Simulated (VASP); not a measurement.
# Be16C (a cell with a defect) in VASP: notebook

Be16C (a cell with a defect) is run at these levels: PBEsol; tasks: single point.

Everything below comes from runs of VASP 6.6.1. Logs are shortened: lines on timing, memory, paths and dates and some standing lists are left out, and cuts for length are marked.

**1. The cell of the first run**

The cell holds a defect, 17 atoms: a = 4.580 Å, b = 3.966 Å, c = 7.177 Å, α = 90.00°, β = 90.00°, γ = 90.00°.

**2. Single point, PBEsol**

File INCAR:

```
ALGO     = Normal         # electronic algorithm
EDIFF    = 1E-6           # SCF threshold, eV
ENCUT    = 520            # plane-wave cutoff, eV
GGA      = PS             # functional
ISIF     = 2              # what is computed and relaxed
ISMEAR   = 0              # smearing method
LASPH    = T              # aspherical terms in the spheres
LCHARG   = T              # write CHGCAR
LELF     = T              # ELF
LREAL    = Auto         
LVHAR    = T            
LWAVE    = F              # write WAVECAR
NBANDS   = 32             # bands
NELM     = 100            # most SCF steps
PREC     = Accurate       # precision mode
SIGMA    = 0.05           # smearing width, eV
```

File KPOINTS:

```
k-points
0
Gamma
  5 5 3
```

File POSCAR:

```
Be16C
1.0
   -2.2900000000     -3.9663960000      0.0000000000
    3.4350000000     -1.9831980000      0.0000000000
    0.0000000000      0.0000000000      7.1768600000
Be C
16 1
Direct
    0.7691973448      0.5109871673     -0.0077914297
    0.4996544830      0.3375903249      0.2667139947
    0.7551241192      0.4935531974      0.5062634634
    0.4999478392      0.3340639161      0.7430310749
    0.4991509704     -0.0016137635     -0.0183998295
    0.2295113904      0.8233761526      0.2568609392
    0.4999390595      0.0001279319      0.5058847463
    0.2442527026      0.8399958337      0.7426547264
    0.2301233712      0.5110965124     -0.0077089424
   -0.0003727790      0.3012289188      0.2577441945
    0.2446386150      0.4934819297      0.5062906341
   -0.0000337058      0.3363152296      0.7436529346
   -0.0004438585      0.0331870638     -0.0080402850
    0.7699460748      0.8231759858      0.2570696656
   -0.0001046227     -0.0031943482      0.5053611189
    0.7553676634      0.8399790245      0.7427968499
    0.4998345023      0.6686328997      0.1244956708
```

Potentials or basis: VASP PAW PBE potentials, release 64 (Be, C).

Run with:

```bash
$ cat potpaw_PBE.64/Be/POTCAR potpaw_PBE.64/C/POTCAR > POTCAR
$ mpirun -np 1 vasp_std > vasp.out
```

OUTCAR:

```text
EDIFF = 1E-6
   ENCUT = 520
   GGA = PS
   ISIF = 2
   ISMEAR = 0
   LASPH = T
   LREAL = Auto
   NELM = 100
   PREC = Accurate

 ion  position               nearest neighbor table
   1  0.769  0.511  0.992-  17 1.68   9 2.11  13 2.17  12 2.19  16 2.22  14 2.27   4 2.28   5 2.30
                            13 2.32  10 2.33   5 2.38
   2  0.500  0.338  0.267-  17 1.66  11 2.17   3 2.17   7 2.18  14 2.29   6 2.29  10 2.30  10 2.30
                             6 2.39  14 2.39
   3  0.755  0.494  0.506-  12 2.13   4 2.16   2 2.17  16 2.18  14 2.22  10 2.24  11 2.24  15 2.27
                             7 2.28  15 2.29   7 2.32  11 2.34
   4  0.500  0.334  0.743-   7 2.16   3 2.16  11 2.16   5 2.17  16 2.28   1 2.28   8 2.28   9 2.28
                            12 2.29  12 2.29  16 2.32   8 2.32
   5  0.499  0.998  0.982-  17 1.66   8 2.17   4 2.17  16 2.17   9 2.29  13 2.29   1 2.30  13 2.30
                             9 2.38   1 2.38
   6  0.230  0.823  0.257-  17 1.68  14 2.10  10 2.17  15 2.18  11 2.22   9 2.27   7 2.28   2 2.29
                            10 2.32  13 2.33   2 2.39
   7  0.500  0.000  0.506-   4 2.16   8 2.16  16 2.16   2 2.18   3 2.28  11 2.28  14 2.28   6 2.28
                            15 2.29  15 2.29   3 2.32  11 2.32
   8  0.244  0.840  0.743-  15 2.13   7 2.16   5 2.17  11 2.18   9 2.22  16 2.24  13 2.25  12 2.26
                             4 2.28  12 2.29   4 2.32  16 2.34
   9  0.230  0.511  0.992-  17 1.68   1 2.11  13 2.17  12 2.19   8 2.22   6 2.27   4 2.28   5 2.29
                            13 2.32  10 2.33   5 2.38
  10  1.000  0.301  0.258-  15 2.15   6 2.17  14 2.17  13 2.18   3 2.24  11 2.24   2 2.30   2 2.30
                            14 2.32   6 2.32   9 2.33   1 2.33
  11  0.245  0.493  0.506-  12 2.13   4 2.16   2 2.17   8 2.18   6 2.22  10 2.24   3 2.24  15 2.27
                             7 2.28  15 2.29   7 2.32   3 2.34
  12  1.000  0.336  0.744-  11 2.13   3 2.13  13 2.15  15 2.18   9 2.19   1 2.19   8 2.26  16 2.27
                             8 2.29   4 2.29   4 2.29  16 2.29
  13  1.000  0.033  0.992-  12 2.15   1 2.17   9 2.17  10 2.18  16 2.24   8 2.25   5 2.29   5 2.30
                             1 2.32   9 2.32   6 2.33  14 2.33
  14  0.770  0.823  0.257-  17 1.68   6 2.10  10 2.17  15 2.18   3 2.22   1 2.27   7 2.28   2 2.29
                            10 2.32  13 2.33   2 2.39
  15  1.000  0.997  0.505-   8 2.13  16 2.13  10 2.15  12 2.18  14 2.18   6 2.18  11 2.27   3 2.27
                             3 2.29  11 2.29   7 2.29   7 2.29
  16  0.755  0.840  0.743-  15 2.13   7 2.16   5 2.17   3 2.18   1 2.22   8 2.24  13 2.24  12 2.27
                             4 2.28  12 2.29   4 2.32   8 2.34
  17  0.500  0.669  0.124-   5 1.66   2 1.66  14 1.68   6 1.68   1 1.68   9 1.68

  LATTYP: Found a simple orthorhombic cell.
 ALAT       =     3.9663962620
 B/A-ratio  =     1.1547004875
 C/A-ratio  =     1.8094157835

  Lattice vectors:

 A1 = (  -3.4350000000,   1.9831980000,   0.0000000000)
 A2 = (  -2.2900000000,  -3.9663960000,   0.0000000000)
 A3 = (   0.0000000000,   0.0000000000,   7.1768600000)

Analysis of symmetry for initial positions (statically):
=====================================================================
 Subroutine PRICEL returns:
 Original cell was already a primitive cell.

 Routine SETGRP: Setting up the symmetry group for a
 simple orthorhombic supercell.

 Subroutine GETGRP returns: Found  1 space group operations
 (whereof  1 operations were pure point group operations)
 out of a pool of  8 trial point group operations.

The static configuration has the point symmetry C_1 .

Analysis of symmetry for dynamics (positions and initial velocities):
=====================================================================
 Subroutine PRICEL returns:
 Original cell was already a primitive cell.

 Routine SETGRP: Setting up the symmetry group for a
 simple orthorhombic supercell.

 Subroutine GETGRP returns: Found  1 space group operations
 (whereof  1 operations were pure point group operations)
 out of a pool of  8 trial point group operations.

The dynamic configuration has the point symmetry C_1 .

 Subroutine INISYM returns: Found  1 space group operations
 (whereof  1 operations are pure point group operations),
 and found     1 'primitive' translations

----------------------------------------------------------------------------------------

                                     Primitive cell

  volume of cell :     130.3755

  direct lattice vectors                    reciprocal lattice vectors
    -2.290000000 -3.966396000  0.000000000    -0.109170306 -0.189088533  0.000000000
[... 57 lines left out ...]
     0.043668122 -0.025211804  0.000000000     0.000000000  0.200000000  0.000000000
     0.000000000  0.000000000  0.046445567     0.000000000  0.000000000  0.333333333

  Length of vectors
     0.043668125  0.050423605  0.046445567

  Shift w.r.t. Gamma in fractional coordinates (k-lattice)
     0.000000000  0.000000000  0.000000000

 Subroutine IBZKPT returns following result:
 ===========================================

 Found     38 irreducible k-points:

 Following reciprocal coordinates:
            Coordinates               Weight
  0.000000  0.000000  0.000000      1.000000
  0.200000  0.000000  0.000000      2.000000
  0.400000  0.000000  0.000000      2.000000
  0.000000  0.200000  0.000000      2.000000
  0.200000  0.200000  0.000000      2.000000
 -0.200000  0.200000  0.000000      2.000000
[... 16 lines left out ...]
  0.200000 -0.200000 -0.333333      2.000000
 -0.200000 -0.200000  0.333333      2.000000
 [... further k-points ...]
   k-points           NKPTS =     38   k-points in BZ     NKDIM =     38   number of bands    NBANDS=     32
   number of dos      NEDOS =    301   number of ions     NIONS =     17
   total plane-waves  NPLWV =  58320
   dimension x,y,z NGX =    36 NGY =   30 NGZ =   54
   dimension x,y,z NGXF=    72 NGYF=   60 NGZF=  108
   ions per type =              16   1
   NGX,Y,Z   is equivalent  to a cutoff of  13.07, 12.57, 12.51 a.u.
   NGXF,Y,Z  is equivalent  to a cutoff of  26.13, 25.15, 25.02 a.u.
 SYSTEM =  unknown system
   PREC   = accura    normal or accurate (medium, high low for compatibility)
   ISTART =      0    job   : 0-new  1-cont  2-samecut
   ICHARG =      2    charge: 1-file 2-atom 10-const
   ISPIN  =      1    spin polarized calculation?
   LNONCOLLINEAR =      F non collinear calculations
   LSORBIT =      F    spin-orbit coupling
   LASPH  =      T    aspherical Exc in radial PAW
   ENCUT  =  520.0 eV  38.22 Ry    6.18 a.u.   8.52  7.37 13.34*2*pi/ulx,y,z
   NELM   =    100;   NELMIN=  2; NELMDL= -5     # of ELM steps
   EDIFF  = 0.1E-05   stopping-criterion for ELM
   LREAL  =      T    real-space projection
   EDIFFG = 0.1E-04   stopping-criterion for IOM
   NSW    =      0    number of steps for IOM
   IBRION =     -1    ionic relax: 0-MD 1-quasi-New 2-CG
   NFREE  =      0    steps in history (QN), initial steepest desc. (CG)
   ISIF   =      2    stress and relaxation
   ISYM   =      2    0-nonsym 1-usesym 2-fastsym
   POTIM  = 0.5000    time-step for ionic-motion
   TEBEG  =    0.0;   TEEND  =   0.0 temperature during run
   PSTRESS=    0.0 pullay stress
   NELECT =      36.0000    total number of electrons
   NUPDOWN=      -1.0000    fix difference up-down
   EMIN   =  10.00;   EMAX   =-10.00  energy-range for DOS
   EFERMI =   0.00;   METHOD = LEGACY
   ISMEAR =     0;   SIGMA  =   0.05  broadening in eV -4-tet -1-fermi 0-gaus
   EFERMI_NEDOS =   21; number of points for ismear=-14 and -15
   IALGO  =     38    algorithm
   IMIX   =      4    mixing-type and parameters
     AMIX     =   0.40;   BMIX     =  1.00
     AMIX_MAG =   1.60;   BMIX_MAG =  1.00
  volume/ion in A,a.u.               =       7.67        51.75
  Fermi-wavevector in a.u.,A,eV,Ry     =   1.066049  2.014540 15.462471  1.136460
  Thomas-Fermi vector in A             =   2.201620
   LORBIT       =      0    0 simple, 1 ext, 2 COOP (PROOUT), +10 PAW based schemes
   GGA     = PS    functional components
   LHFCALC =     F    Hartree Fock is set to
   AEXX    =    0.0000 exact exchange contribution
   IVDW    =     0    specifies the selected vdW correction
   LEPSILON=     F    determine dielectric tensor
   LRPA    =     F    only Hartree local field effects (RPA)
 non-spin polarized calculation
 Gauss-broadening in eV      SIGMA  =   0.05
  energy-cutoff  :      520.00
  volume of cell :      130.38
 maximum number of plane-waves:      3529
 NGX is ok and might be reduce to    36
   NGX = 17   NGY = 15   NGZ = 27

 number of electron      36.0000000 magnetization

 Free energy of the ion-electron system (eV)
  ---------------------------------------------------
  ext. energy  EPLUGINS =         0.00000000
  ---------------------------------------------------
  free energy    TOTEN  =       -70.15800746 eV

  energy without entropy =      -70.15272888  energy(sigma->0) =      -70.15536817

 E-fermi :   7.3098     XC(G=0): -10.7519

 val. band max:        7.3028722740   @ k =   0.0000   0.2000  -0.3333
 cond. band min:       7.3208020843   @ k =   0.0000   0.0000   0.0000
 fundamental gap:      0.0179298102
 Fermi energy:         7.3097891019

 k-point     1 :       0.0000    0.0000    0.0000
  band No.  band energies     occupation
      1      -6.6792      2.00000
      2      -3.2972      2.00000
      3      -2.2563      2.00000
      4      -0.3127      2.00000
      5       0.1258      2.00000
      6       1.2795      2.00000
[... 781 lines left out ...]
     29      12.6661      0.00000
     30      13.0671      0.00000

 [... further k-points ...]

 [bands above 30 left out]

------------------------ aborting loop because EDIFF is reached ----------------------------------------

  FORCE on cell =-STRESS in cart. coord.  units (eV):
  Direction    XX          YY          ZZ          XY          YZ          ZX
  --------------------------------------------------------------------------------------
  -------------------------------------------------------------------------------------
  Total        3.6248757      5.1345093     11.2096611      1.3163161      1.3918869     -2.4245245
  in kB       44.5458940     63.0976967    137.7548949     16.1761346     17.1048205    -29.7948457
  external PRESSURE =      81.7994952 kB  Pullay stress =       0.0000000 kB

 VOLUME and BASIS-vectors are now :
 -----------------------------------------------------------------------------
  energy-cutoff  :      520.00
  volume of cell :      130.38
      direct lattice vectors                 reciprocal lattice vectors
    -2.290000000 -3.966396000  0.000000000    -0.109170306 -0.189088533  0.000000000
     3.435000000 -1.983198000  0.000000000     0.218340611 -0.126059022  0.000000000
     0.000000000  0.000000000  7.176860000     0.000000000  0.000000000  0.139336702

 POSITION                                       TOTAL-FORCE (eV/Angst)
 -----------------------------------------------------------------------------------
     -0.00622     -4.06433      7.12094        -0.045519     -0.018868     -0.008532
      0.01541     -2.65134      1.91417        -0.040645      0.021031      0.010802
     -0.03388     -3.97393      3.63338        -0.001124     -0.003062     -0.006565
      0.00263     -2.64551      5.33263         0.003996      0.000104      0.008544
      2.28640     -3.95983      7.04481         0.025600     -0.029526     -0.015662
      2.30272     -2.54325      1.84346         0.034791      0.008565      0.015717
[... 9 lines left out ...]
      1.15554     -4.66193      5.33095         0.008114      0.004015      0.004483
      1.15213     -3.30857      0.89349         0.007925      0.006974     -0.004897
 -----------------------------------------------------------------------------------
    total drift:                                0.003860     -0.002250     -0.008477

  FREE ENERGIE OF THE ION-ELECTRON SYSTEM (eV)
  ---------------------------------------------------
  free  energy   TOTEN  =       -70.1580074613 eV

  energy  without entropy=      -70.1527288818  energy(sigma->0) =      -70.15536817
```

It took 3.1 min on 1 thread of AMD EPYC 9R45 (Zen 5), shared host; peak memory 0.24 GiB.

What came out:

```
Free energy            : -70.1580 eV
Pressure               : 8.2 GPa
Largest force          : 0.050 eV/Å
Band gap on the k mesh : zero (bands 18 and 19 overlap by 1.03 eV)
```

Forces on the atoms (eV/Å):
```
Be  -0.046 -0.019 -0.009
Be  -0.041  0.021  0.011
Be  -0.001 -0.003 -0.007
Be   0.004  0.000  0.009
Be   0.026 -0.030 -0.016
Be   0.035  0.009  0.016
Be  -0.002  0.004 -0.009
Be   0.000 -0.005  0.012
Be  -0.008  0.043 -0.008
Be   0.018 -0.014 -0.013
Be   0.006  0.004 -0.011
Be   0.007  0.001  0.004
Be  -0.029  0.019  0.001
Be   0.010 -0.040  0.008
Be   0.005 -0.001  0.012
Be   0.008  0.004  0.004
C    0.008  0.007 -0.005
```

Stress tensor (GPa, compression positive):
```
 4.45  1.62 -2.98
 1.62  6.31  1.71
-2.98  1.71 13.78
```

Caveat: the PAW data sets were made with another functional, which shifts forces and pressure a little.

**3. Single point, PBEsol**

File INCAR:

```
SYSTEM = Be16C
PREC     = Accurate       ! precision mode
ENCUT    = 520            ! plane-wave cutoff, eV
EDIFF    = 1E-7           ! SCF threshold, eV
ISMEAR   = 0              ! smearing method
SIGMA    = 0.05           ! smearing width, eV
LREAL    = Auto         
LASPH    = .True.         ! aspherical terms in the spheres
NELM     = 80             ! most SCF steps
ALGO     = Normal         ! electronic algorithm
ISIF     = 2              ! what is computed and relaxed
LWAVE    = .False.        ! write WAVECAR
LCHARG   = .False.        ! write CHGCAR
GGA      = PS             ! functional
NBANDS   = 32             ! bands
```

File KPOINTS:

```
Automatic mesh
0
Gamma
  5 5 3
  0 0 0
```

File POSCAR:

```
Be16C
1.0
   -2.2900000000     -3.9663960000      0.0000000000
    3.4350000000     -1.9831980000      0.0000000000
    0.0000000000      0.0000000000      7.1768600000
Be C
16 1
Direct
    0.7555791741      0.4933369166     -0.0062978796
    0.5001917334      0.3355406316      0.2329740304
    0.7704438351      0.5097063704      0.5073645020
    0.5002847234      0.3339700194      0.7567932215
    0.5002636526     -0.0005499958     -0.0062022946
    0.2303323672      0.8236684486      0.2433412384
    0.5003038107     -0.0022484057      0.5174290707
    0.2450765461      0.8402329812      0.7568449155
    0.2449760622      0.4934035466     -0.0062608160
    0.0002530845      0.3010612994      0.2425212419
    0.2303295452      0.5096010651      0.5072981778
    0.0003927806      0.3362947504      0.7562262605
    0.0002696747     -0.0028280771     -0.0055858690
    0.7702132173      0.8236804272      0.2432813236
    0.0003977964      0.0323589385      0.5081417221
    0.7556321378      0.8400586887      0.7568574558
    0.5003856938      0.6664373330      0.3753177573
```

Potentials or basis: VASP PAW PBE potentials, release 64 (Be, C).

Run with:

```bash
$ cat potpaw_PBE.64/Be/POTCAR potpaw_PBE.64/C/POTCAR > POTCAR
$ mpirun -np 1 vasp_std > vasp.out
```

Wall time 2.7 min (1 thread of AMD EPYC 9R45 (Zen 5), shared host); peak memory 0.24 GiB.

Results (log left out):

```
Free energy            : -70.1584 eV
Pressure               : 8.1 GPa
Largest force          : 0.035 eV/Å
Band gap on the k mesh : zero (bands 18 and 19 overlap by 1.03 eV)
```

Forces on the atoms (eV/Å):
```
Be   0.005 -0.007  0.001
Be  -0.017  0.008 -0.019
Be  -0.018 -0.016  0.021
Be  -0.002 -0.001 -0.011
Be   0.001 -0.002  0.009
Be   0.017  0.015 -0.022
Be   0.014 -0.011  0.019
Be  -0.007  0.011  0.000
Be   0.009  0.000 -0.002
Be   0.017 -0.010  0.006
Be   0.007  0.024  0.024
Be   0.010 -0.002 -0.006
Be  -0.009  0.004  0.004
Be  -0.005 -0.026 -0.023
Be  -0.016  0.012 -0.007
Be  -0.006  0.000 -0.001
C    0.000  0.001  0.007
```

Stress tensor (GPa, compression positive):
```
 4.43  1.63  2.98
 1.63  6.34 -1.73
 2.98 -1.73 13.67
```

Levels at points of the mesh, in eV from the Fermi level:
```
           k point  band 14  band 15  band 16  band 17  band 18  band 19  band 20  band 21  band 22  band 23
(0.00, 0.00, 0.00)    -3.56    -2.20    -1.18    -1.02     0.01     0.59     0.71     1.61     1.69     1.88
```

Caveat: the PAW data sets were made with another functional, which shifts forces and pressure a little.

The gap in the log of VASP goes by the Fermi energy; the results here count the filled bands.